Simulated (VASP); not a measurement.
Runs of VASP 6.6.1 on FeO. The structure is that of space group C2/m (No. 12), or close to it. The cells are those of the table. 

```tsv
cell	gap on the mesh (eV)	pressure (GPa)	moment (μB)	largest force (eV/Å)
a = 3.146, b = 3.146, c = 5.378 Å, angles 92.2, 92.2, 59.2°, 4 atoms	none	(a)	8.00	0.14
a = 3.126, b = 3.126, c = 5.344 Å, angles 92.2, 92.2, 59.2°, 4 atoms	none	-21.5	8.00	0.15
a = 3.022, b = 3.022, c = 5.167 Å, angles 92.2, 92.2, 59.2°, 4 atoms	none	-8.0	8.00	0.23
a = 3.044, b = 3.044, c = 5.203 Å, angles 92.2, 92.2, 59.2°, 4 atoms	none	-11.4	8.00	0.21
```

Alike in all rows: task single point; level PBEsol; potentials or basis VASP PAW PBE potentials, release 64 (Fe, O); spin collinear, ferromagnetic start; k mesh 10 × 10 × 5; cutoff (eV) 520; smearing fermi-dirac 0.05 eV.

Estimate the missing entries.

(a) -23.4.

Caveats: the PAW data sets were made with another functional, which shifts forces and pressure a little; semilocal functionals often make such compounds metallic where correlation or magnetic order opens a gap, which also shifts bond lengths; the run started ferromagnetic, and an antiferromagnetic order may lie lower in energy; the cell stands under tension (at least some runs); the stress differs along the axes, from -11 to -3 GPa (at least some runs); the stress differs along the axes, from -14 to -8 GPa (at least some runs).

A gap of «none» marks levels without a gap at the run's occupations.
